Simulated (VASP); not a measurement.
Write the native input for VASP 6.6.1 that does the following.

```yaml
Task: single point
Functional: PBE
Potentials_or_basis: VASP PAW PBE potentials, release 64 (Sr_sv, Ca_sv, La, Nb_sv, O)
Cutoff: 520 eV
k_mesh: 4 × 4 × 4
Occupations: gaussian, width 0.01 eV
Spin: no spin polarisation
Dipole_correction: no
Further_INCAR_settings: ALGO = Normal; EDIFF = 1e-06; NBANDS = 51
```

The structure of SrCaLaNbO6 lies in POSCAR:

```
SrCaLaNbO6
1.0
    0.0000000000      4.1911155300      4.1911155300
    4.1911155300      0.0000000000      4.1911155300
    4.1911155300      4.1911155300      0.0000000000
Sr Ca La Nb O
1 1 1 1 6
Direct
    0.7500000000      0.7500000000      0.7500000000
    0.0000000000      0.0000000000      0.0000000000
    0.2500000000      0.2500000000      0.2500000000
    0.5000000000      0.5000000000      0.5000000000
    0.7375805100      0.2624194900      0.2624194900
    0.2624194900      0.7375805100      0.7375805100
    0.7375805100      0.7375805100      0.2624194900
    0.2624194900      0.2624194900      0.7375805100
    0.2624194900      0.7375805100      0.2624194900
    0.7375805100      0.2624194900      0.7375805100
```

These files were run (other wordings do the same):

INCAR

```
ALGO = Normal ; EDIFF = 1E-6
ENCUT = 520 ; GGA = PE
ISIF = 2 ; ISMEAR = 0
LASPH = True ; LCHARG = True
LELF = True ; LREAL = False
LVHAR = True ; LWAVE = False
NBANDS = 51 ; NELM = 80
PREC = Accurate ; SIGMA = 0.01
```

KPOINTS

```
k-points
0
Gamma
  4 4 4
```

Potentials or basis: VASP PAW PBE potentials, release 64 (Sr_sv, Ca_sv, La, Nb_sv, O).

The run is started by

```console
$ cat potpaw_PBE.64/Sr_sv/POTCAR potpaw_PBE.64/Ca_sv/POTCAR potpaw_PBE.64/La/POTCAR potpaw_PBE.64/Nb_sv/POTCAR potpaw_PBE.64/O/POTCAR > POTCAR
$ mpirun -np 1 vasp_std > vasp.out
```

It gave:

The pressure is -2.2 GPa, the largest force is 0.503 eV/Å and the band gap on the k mesh is 2.50 eV (least direct gap 2.56 eV).

Caveat: spin-orbit coupling is left out, which moves the levels of the heavy elements.

Run time: 3 min on 1 thread of Intel Xeon 8259CL (shared host), peak memory 0.38 GiB.
